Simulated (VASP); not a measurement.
## BN: single point with PBE+D3(BJ)

Crystal: BN.

```xyz
4
Lattice="2.4919 0.0000 0.0000 -1.2459 2.1580 0.0000 0.0000 0.0000 5.8723" Properties=species:S:1:pos:R:3 pbc="T T T"
B     0.0000    0.0000    2.9361
B     0.0000    1.4387    0.0000
N     0.0000    0.0000    0.0000
N     1.2459    0.7193    2.9361
```

This cell differs from its parent crystal: volume scaled by 0.88, then relaxed in part.

- Program: VASP 6.6.1
- Task: single point
- Functional: PBE
- Dispersion: D3(BJ)
- Potentials or basis: VASP PAW PBE potentials, release 64 (B, N)
- Cutoff: 520 eV
- k mesh: 12 × 12 × 4
- Occupations: gaussian, width 0.02 eV
- Spin: no spin polarisation

| Item | Value |
| --- | --- |
| Pressure | 6.8 GPa |
| Band gap on the k mesh | 4.17 eV, indirect (least direct gap 4.26 eV) |
| Dispersion energy per atom | -0.165 eV |

Stress tensor (GPa, compression positive):
```
6.92 0.00 0.00
0.00 6.92 0.00
0.00 0.00 6.51
```

Levels at points of the mesh, in eV from the valence-band top:
```tsv
k point	band 4	band 5	band 6	band 7	band 8	band 9	band 10	band 11	band 12	band 13
(0.00, 0.00, 0.00)	-3.40	-1.54	-1.54	-1.28	-1.28	6.12	11.46	11.46	11.47	11.75
(0.50, 0.00, 0.00)	-8.85	-4.40	-4.10	-1.80	-0.69	4.34	6.04	9.54	9.99	13.42
(0.00, 0.00, 0.50)	-5.36	-1.54	-1.54	-1.28	-1.28	9.06	9.14	11.49	11.49	11.71
(0.50, 0.00, 0.50)	-8.98	-4.37	-4.13	-1.17	-0.94	4.49	4.66	9.88	10.23	14.40
```

Wall time 13 s on 1 thread of Intel(R) Xeon(R) 6975P-C (Granite Rapids), on a shared host, peak memory 0.16 GiB.

 A k mesh can miss the band edges.
